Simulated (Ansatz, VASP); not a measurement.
Co2WCl6 in VASP and in Ansatz

```
CELL_PARAMETERS angstrom
0.00000 4.58795 4.58795
4.58795 0.00000 4.58795
4.58795 4.58795 0.00000
ATOMIC_POSITIONS crystal
W 0.00000 0.00000 0.00000
Co 0.25000 0.25000 0.25000
Co 0.75000 0.75000 0.75000
Cl 0.23700 0.76300 0.76300
Cl 0.76300 0.23700 0.76300
Cl 0.76300 0.23700 0.23700
Cl 0.23700 0.76300 0.23700
Cl 0.76300 0.76300 0.23700
Cl 0.23700 0.23700 0.76300
```

Alike in both runs: task single point; functional PBEsol; k mesh 4 × 4 × 4; no spin polarisation.

```csv
,VASP,Ansatz
version,VASP 6.6.1,Ansatz 0.2.0
potentials or method,"VASP PAW PBE potentials, release 64 (W_sv, Co, Cl), cutoff 520 eV",PAW plane waves
occupations,"fermi-dirac, width 0.1 eV",fermi-dirac
valence electrons in the cell,74,90
```

|  | VASP | Ansatz | Ansatz less VASP |
| --- | --- | --- | --- |
| gap on the k mesh at the Fermi level (eV) | none | none | - |
| pressure (GPa) | 9.8 | 9.8 | -0.02 |
| rms of the force components (eV/Å) | 1.682 | 1.675 | -0.0065 |

VASP's potentials were made for PBE, not for PBEsol. Atom by atom the forces differ by 0.007 eV/Å (rms over components). A gap of «none» marks a metal or a gap that the smearing closes. VASP's potentials hold 74 valence electrons a cell and Ansatz's 90, so a difference there can come from the potentials and not from the codes.

Neither program's run includes spin-orbit coupling.
